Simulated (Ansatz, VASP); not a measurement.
# PbS: VASP beside Ansatz

```
CELL_PARAMETERS angstrom
0.00000 2.96575 2.96575
2.96575 0.00000 2.96575
2.96575 2.96575 0.00000
ATOMIC_POSITIONS crystal
Pb 0.00000 0.00000 0.00000
S 0.50000 0.50000 0.50000
```

Alike in both runs: task relaxation of cell and atoms; functional PBEsol; dispersion D4; k mesh 8 × 8 × 8; occupations fermi-dirac, width 0.05 eV; no spin polarisation.

|  | VASP | Ansatz |
| --- | --- | --- |
| version | VASP 6.6.1 | Ansatz 0.2.0 |
| potentials or method | VASP PAW PBE potentials, release 64 (Pb_d, S), cutoff 600 eV | all-electron LAPW, scalar-relativistic |

Ansatz gave:

| Property | Result |
| --- | --- |
| relaxed volume (Å³/atom) | 25.15 |
| relaxed cell length with the largest relative difference (Å) | 4.143 |

Task: What did VASP give for the same quantities?

Result: Relaxed volume (Å³/atom): 25.16; relaxed cell length with the largest relative difference (Å): 4.144.

VASP's potentials were made for PBE, not for PBEsol. Ansatz ran all-electron here, and VASP with PAW potentials.

Spin-orbit coupling is off throughout.
